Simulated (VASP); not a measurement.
# Rh (P6_3/mmc) in VASP: notebook

Rh is run at these levels: LDA; tasks: single point.

Everything below comes from runs of VASP 6.6.1. Logs are shortened: lines on timing, memory, paths and dates and some standing lists are left out, and cuts for length are marked.

### 1 The cell of the first run

The structure is hexagonal, space group P6_3/mmc (No. 194). The conventional cell has a = 2.757 Å, b = 2.757 Å, c = 9.013 Å, α = 90.00°, β = 90.00°, γ = 120.00°. Within 3.6 Å of Rh (site symmetry -3m) lie 12 Rh at 2.76 Å. Rh (site symmetry -6m2) has 12 Rh at 2.76 Å within 3.6 Å.

### 2 Single point, LDA

File INCAR:

```
PREC = Accurate ; ENCUT = 520
EDIFF = 1E-6 ; ISMEAR = -1
SIGMA = 0.1 ; LREAL = False
LASPH = True ; NELM = 80
ALGO = Normal ; ISIF = 2
LWAVE = False ; LCHARG = False
GGA = CA ; NBANDS = 38
```

File KPOINTS:

```
regular mesh
0
Gamma
  10 10 3
```

File POSCAR:

```
Rh
1.0
    2.7574179372      0.0000000000      0.0000000000
   -1.3787089686      2.3879988787      0.0000000000
    0.0000000000      0.0000000000      9.0127412123
Rh
4
Direct
    0.0000000000      0.0000000000      0.0000000000
    0.3333333333      0.6666666667      0.2500000000
    0.0000000000      0.0000000000      0.5000000000
    0.6666666667      0.3333333333      0.7500000000
```

Potentials or basis: VASP PAW LDA potentials, release 64 (Rh_pv).

Launch:

```console
$ cat potpaw_LDA.64/Rh_pv/POTCAR > POTCAR
$ mpirun -np 1 vasp_std > vasp.out
```

OUTCAR:

```text
PREC = Accurate
   ENCUT = 520
   EDIFF = 1E-6
   ISMEAR = -1
   LREAL = False
   LASPH = True
   NELM = 80
   ISIF = 2
   GGA = CA

 ion  position               nearest neighbor table
   1  0.000  0.000  0.000-   2 2.76   4 2.76   4 2.76   2 2.76   4 2.76   2 2.76
   2  0.333  0.667  0.250-   1 2.76   3 2.76   1 2.76   3 2.76   1 2.76   3 2.76
   3  0.000  0.000  0.500-   2 2.76   4 2.76   4 2.76   2 2.76   4 2.76   2 2.76
   4  0.667  0.333  0.750-   1 2.76   3 2.76   1 2.76   3 2.76   1 2.76   3 2.76

  LATTYP: Found a hexagonal cell.
 ALAT       =     2.7574179372
 C/A-ratio  =     3.2685437672

  Lattice vectors:

 A1 = (   2.7574179372,   0.0000000000,   0.0000000000)
 A2 = (  -1.3787089686,   2.3879988787,   0.0000000000)
 A3 = (   0.0000000000,   0.0000000000,   9.0127412123)

Analysis of symmetry for initial positions (statically):
=====================================================================
 Subroutine PRICEL returns:
 Original cell was already a primitive cell.

 Routine SETGRP: Setting up the symmetry group for a
 hexagonal supercell.

 Subroutine GETGRP returns: Found 24 space group operations
 (whereof 12 operations were pure point group operations)
 out of a pool of 24 trial point group operations.

The static configuration has the point symmetry D_3d.
 The point group associated with its full space group is D_6h.

Analysis of symmetry for dynamics (positions and initial velocities):
=====================================================================
 Subroutine PRICEL returns:
 Original cell was already a primitive cell.

 Routine SETGRP: Setting up the symmetry group for a
 hexagonal supercell.

 Subroutine GETGRP returns: Found 24 space group operations
 (whereof 12 operations were pure point group operations)
 out of a pool of 24 trial point group operations.

The dynamic configuration has the point symmetry D_3d.
 The point group associated with its full space group is D_6h.

 Subroutine INISYM returns: Found 24 space group operations
 (whereof 12 operations are pure point group operations),
 and found     1 'primitive' translations

----------------------------------------------------------------------------------------

                                     Primitive cell

  volume of cell :      59.3463

  direct lattice vectors                    reciprocal lattice vectors
     2.757417937  0.000000000  0.000000000     0.362658118  0.209380333  0.000000000
    -1.378708969  2.387998879  0.000000000     0.000000000  0.418760666  0.000000000
[... 84 lines left out ...]
   LNONCOLLINEAR =      F non collinear calculations
   LSORBIT =      F    spin-orbit coupling
   LASPH  =      T    aspherical Exc in radial PAW
   ENCUT  =  520.0 eV  38.22 Ry    6.18 a.u.   5.13  5.13 16.76*2*pi/ulx,y,z
   NELM   =     80;   NELMIN=  2; NELMDL= -5     # of ELM steps
   EDIFF  = 0.1E-05   stopping-criterion for ELM
   LREAL  =      F    real-space projection
   EDIFFG = 0.1E-04   stopping-criterion for IOM
   NSW    =      0    number of steps for IOM
   IBRION =     -1    ionic relax: 0-MD 1-quasi-New 2-CG
   NFREE  =      0    steps in history (QN), initial steepest desc. (CG)
   ISIF   =      2    stress and relaxation
   ISYM   =      2    0-nonsym 1-usesym 2-fastsym
   POTIM  = 0.5000    time-step for ionic-motion
   TEBEG  =    0.0;   TEEND  =   0.0 temperature during run
   PSTRESS=    0.0 pullay stress
   NELECT =      60.0000    total number of electrons
   NUPDOWN=      -1.0000    fix difference up-down
   EMIN   =  10.00;   EMAX   =-10.00  energy-range for DOS
   EFERMI =   0.00;   METHOD = LEGACY
   ISMEAR =    -1;   SIGMA  =   0.10  broadening in eV -4-tet -1-fermi 0-gaus
   EFERMI_NEDOS =   21; number of points for ismear=-14 and -15
   IALGO  =     38    algorithm
   IMIX   =      4    mixing-type and parameters
     AMIX     =   0.40;   BMIX     =  1.00
     AMIX_MAG =   1.60;   BMIX_MAG =  1.00
  volume/ion in A,a.u.               =      14.84       100.12
  Fermi-wavevector in a.u.,A,eV,Ry     =   1.643088  3.104985 36.732148  2.699737
  Thomas-Fermi vector in A             =   2.733281
   LORBIT       =      0    0 simple, 1 ext, 2 COOP (PROOUT), +10 PAW based schemes
   GGA     = CA    functional components
   LHFCALC =     F    Hartree Fock is set to
   AEXX    =    0.0000 exact exchange contribution
   IVDW    =     0    specifies the selected vdW correction
   LEPSILON=     F    determine dielectric tensor
   LRPA    =     F    only Hartree local field effects (RPA)
 non-spin polarized calculation
  energy-cutoff  :      520.00
  volume of cell :       59.35
 maximum number of plane-waves:      1615
 NGX is ok and might be reduce to    24
   NGX = 11   NGY = 11   NGZ = 33

 number of electron      60.0000037 magnetization

 Free energy of the ion-electron system (eV)
  ---------------------------------------------------
  ext. energy  EPLUGINS =         0.00000000
  ---------------------------------------------------
  free energy    TOTEN  =       -34.21754478 eV

  energy without entropy =      -34.00558422  energy(sigma->0) =      -34.11156450

 E-fermi :  10.3774     XC(G=0): -13.8718

 val. band max:       10.3710357765   @ k =   0.4000   0.1000   0.3333
 cond. band min:      10.3862288784   @ k =   0.3000   0.1000   0.3333
 fundamental gap:      0.0151931019
 Fermi energy:        10.3773528412

 k-point     1 :       0.0000    0.0000    0.0000
  band No.  band energies     occupation
      1     -36.2440      2.00000
      2     -35.9660      2.00000
      3     -35.9603      2.00000
      4     -35.7617      2.00000
      5     -35.7617      2.00000
      6     -35.7295      2.00000
[... 973 lines left out ...]
     37      18.8178      0.00000
     38      18.9026      0.00000

 [... further k-points ...]
[... 5 lines left out ...]
  --------------------------------------------------------------------------------------
  -------------------------------------------------------------------------------------
  Total       -9.6153292     -9.6153686     -9.5816315      0.0000000      0.0000000     -0.0000000
  in kB     -259.5859148   -259.5869792   -258.6761748      0.0000000      0.0000000     -0.0000000
  external PRESSURE =    -259.2830229 kB  Pullay stress =       0.0000000 kB

 VOLUME and BASIS-vectors are now :
 -----------------------------------------------------------------------------
  energy-cutoff  :      520.00
  volume of cell :       59.35
      direct lattice vectors                 reciprocal lattice vectors
     2.757417937  0.000000000  0.000000000     0.362658118  0.209380333  0.000000000
    -1.378708969  2.387998879  0.000000000     0.000000000  0.418760666  0.000000000
     0.000000000  0.000000000  9.012741212     0.000000000  0.000000000  0.110954035

 POSITION                                       TOTAL-FORCE (eV/Angst)
 -----------------------------------------------------------------------------------
      0.00000      0.00000      0.00000        -0.000000      0.000000      0.000000
     -0.00000      1.59200      2.25319        -0.000000     -0.000000      0.000000
      0.00000      0.00000      4.50637        -0.000000      0.000000      0.000000
      1.37871      0.79600      6.75956         0.000000      0.000000     -0.000000
 -----------------------------------------------------------------------------------
    total drift:                               -0.000000      0.000000      0.000000

  FREE ENERGIE OF THE ION-ELECTRON SYSTEM (eV)
  ---------------------------------------------------
  free  energy   TOTEN  =       -34.2175447811 eV

  energy  without entropy=      -34.0055842177  energy(sigma->0) =      -34.11156450
```

stdout:

```text
POSCAR found type information on POSCAR Rh
 POSCAR found :  1 types and       4 ions
 scaLAPACK will be used
 LDA part: xc-table for (Slater(with rela. corr.)+CA(PZ))
 , standard interpolation
 POSCAR, INCAR and KPOINTS ok, starting setup
 FFT: planning ... GRIDC
 FFT: planning ... GRID_SOFT
 FFT: planning ... GRID
 WAVECAR not read
 entering main loop
```

Wall time 87 s (1 thread of Intel Xeon 8259CL, shared host); peak memory 0.18 GiB.

What came out:

```yaml
Free_energy: -34.2175 eV
Pressure: -25.9 GPa
Band_gap_on_the_k_mesh: zero (band 30 reaches 11.10 eV, above the bottom of band 31 at 9.46 eV)
```

Stress tensor (GPa, compression positive):
```
-25.96   0.00   0.00
  0.00 -25.96   0.00
  0.00   0.00 -25.87
```

### 3 Single point, LDA

This run uses another cell than the first one, of 15.18 Å³/atom, 1.023 times its volume.

File INCAR:

```
PREC = Accurate ; ENCUT = 520
EDIFF = 1E-6 ; ISMEAR = -1
SIGMA = 0.1 ; LREAL = False
LASPH = True ; NELM = 100
ALGO = Normal ; ISIF = 2
LWAVE = False ; LCHARG = False
NBANDS = 38
```

KPOINTS is that of step 2.

File POSCAR:

```
Rh
1.0
    2.7786296780      0.0000000000      0.0000000000
   -1.3893148390      2.4063688227      0.0000000000
    0.0000000000      0.0000000000      9.0820727154
Rh
4
Direct
    0.0000000000      0.0000000000      0.0000000000
    0.3333333333      0.6666666667      0.2500000000
    0.0000000000      0.0000000000      0.5000000000
    0.6666666667      0.3333333333      0.7500000000
```

Potentials or basis: VASP PAW LDA potentials, release 64 (Rh_pv).

Launch:

```console
$ cat potpaw_LDA.64/Rh_pv/POTCAR > POTCAR
$ mpirun -np 1 vasp_std > vasp.out
```

Run time: 80 s. Hardware: 1 thread of Intel Xeon 8259CL, shared host; peak memory 0.18 GiB.

Results (log left out):

| Property | Result |
| --- | --- |
| Free energy | -33.9792 eV |
| Pressure | -29.5 GPa |
| Band gap on the k mesh | zero (band 30 reaches 10.68 eV, above the bottom of band 31 at 9.10 eV) |

Levels at points of the mesh, in eV from the Fermi level:
| k point | band 25 | band 26 | band 27 | band 28 | band 29 | band 30 | band 31 | band 32 | band 33 | band 34 |
| --- | --- | --- | --- | --- | --- | --- | --- | --- | --- | --- |
| (0.00, 0.00, 0.00) | -2.37 | -2.28 | -2.28 | -1.24 | -1.24 | -0.72 | -0.72 | -0.31 | -0.31 | 0.36 |
| (0.50, 0.00, 0.00) | -1.32 | 0.46 | 0.46 | 0.50 | 0.55 | 0.69 | 0.69 | 0.73 | 1.27 | 2.21 |
